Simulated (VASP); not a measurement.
Hg: single point with PBE

Crystal: Hg.

```xyz
1
Lattice="-1.9378 1.9378 1.9378 1.9378 -1.9378 1.9378 1.9378 1.9378 -1.9378" Properties=species:S:1:pos:R:3 pbc="T T T"
Hg    0.0000    0.0000    0.0000
```

| Property | Result |
| --- | --- |
| Program | VASP 6.6.1 |
| Task | single point |
| Functional | PBE |
| Potentials or basis | VASP PAW PBE potentials, release 64 (Hg) |
| Cutoff | 500 eV |
| k mesh | 14 × 14 × 14 |
| Occupations | fermi-dirac, width 0.1 eV |
| Spin | no spin polarisation |

| Item | Value |
| --- | --- |
| Pressure | 0.1 GPa |
| Band gap on the k mesh | zero (band 6 reaches 3.06 eV, above the bottom of band 7 at 0.70 eV) |

Levels at points of the mesh, in eV from the Fermi level:
```csv
k point,band 3,band 4,band 5,band 6,band 7,band 8,band 9,band 10
"(0.00, 0.00, 0.00)",-6.49,-6.49,-5.90,-5.90,13.65,13.65,13.65,14.50
"(0.50, 0.00, 0.00)",-5.95,-5.88,-5.48,-1.66,-0.55,8.38,9.46,12.78
"(0.50, 0.50, 0.50)",-5.58,-5.58,-5.58,1.81,3.78,3.78,3.78,9.11
```

Run time: 12 s on 1 thread of Intel(R) Xeon(R) Platinum 8488C (Sapphire Rapids), on a shared host, peak memory 0.15 GiB.

Caveat: spin-orbit coupling is left out, which moves the levels of the heavy elements.
